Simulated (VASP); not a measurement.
Set up this calculation in VASP 6.6.1, as the native input.

* Task: single point
* Functional: PBEsol
* Potentials or basis: VASP PAW PBE potentials, release 64 (W_sv, Sb)
* Cutoff: 520 eV
* k mesh: 10 × 10 × 6
* Occupations: gaussian, width 0.05 eV
* Spin: no spin polarisation
* Dipole correction: no
* Further INCAR settings: ALGO = Normal; EDIFF = 1e-06; NBANDS = 27

The structure of SbW lies in POSCAR:

```
SbW
1.0
    4.3426356053      0.0000000000      0.0000000000
   -2.1713178026      3.7608327536      0.0000000000
    0.0000000000      0.0000000000      5.1676022327
W Sb
2 2
Direct
    0.0000000000      0.0000000000      0.0000000000
    0.0000000000      0.0000000000      0.5000000000
    0.3333333333      0.6666666667      0.2500000000
    0.6666666667      0.3333333333      0.7500000000
```

The input as run:

INCAR

```
  PREC = Accurate
  ENCUT = 520
  EDIFF = 1E-6
  ISMEAR = 0
  SIGMA = 0.05
  LREAL = F
  LASPH = T
  NELM = 80
  ALGO = Normal
  ISIF = 2
  LWAVE = F
  LCHARG = F
  GGA = PS
  NBANDS = 27
```

KPOINTS

```
regular mesh
0
Gamma
  10 10 6
```

Potentials or basis: VASP PAW PBE potentials, release 64 (W_sv, Sb).

The run is started by

```bash
$ cat potpaw_PBE.64/W_sv/POTCAR potpaw_PBE.64/Sb/POTCAR > POTCAR
$ mpirun -np 1 vasp_std > vasp.out
```

It gave:

```json
{
 "Pressure": "0.3 GPa",
 "Band gap on the k mesh": "zero (bands 19 and 20 overlap by 1.50 eV)"
}
```

Caveat: the PAW data sets were made with another functional, which shifts forces and pressure a little; spin-orbit coupling is left out, which moves the levels of the heavy elements.

Run time: 50 s on 1 thread of Intel(R) Xeon(R) Platinum 8559C (Emerald Rapids) (shared host), peak memory 0.26 GiB.
